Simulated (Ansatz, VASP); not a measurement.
## One calculation of MoS2, two programs

```
Mo S
1.0
     3.07062    0.00000    0.00000
    -1.53531    2.65924    0.00000
     0.00000    0.00000   11.78947
Mo S
2 4
Cartesian
  -0.4550 1.7728 2.9474
  1.9903 0.8864 8.8421
  0.4519 1.7728 7.3153
  1.0834 0.8864 1.4206
  0.4519 1.7728 10.3689
  1.0834 0.8864 4.4741
```

Change from the starting cell: mode 4 frozen in at -0.467 Å, equal normal strain along x, y and z -0.0250.

Alike in both runs: task single point; functional PBE; dispersion D3(BJ); k mesh 12 × 12 × 4; occupations gaussian, width 0.05 eV; no spin polarisation.

|  | VASP | Ansatz |
| --- | --- | --- |
| version | VASP 6.6.1 | Ansatz 0.2.0 |
| potentials or method | VASP PAW PBE potentials, release 64 (Mo_sv, S), cutoff 520 eV | scalar-relativistic, plane waves, PAW |
| valence electrons in the cell | 52 | 52 |

VASP gave:

```
gap on the k mesh at the Fermi level (eV)                     : 0.64
least direct gap on the mesh (eV)                             : 1.89
pressure (GPa)                                                : 14.7
traceless stress, the component that is largest in VASP (GPa) : 2.17
rms of the force components (eV/Å)                            : 0.543
```

Q: Which values does Ansatz return?

A: gap on the k mesh at the Fermi level (eV): 0.62; least direct gap on the mesh (eV): 1.86; pressure (GPa): 14.9; traceless stress, the component that is largest in VASP (GPa): 2.24; rms of the force components (eV/Å): 0.554.

Atom by atom the forces differ by 0.011 eV/Å (rms over components).
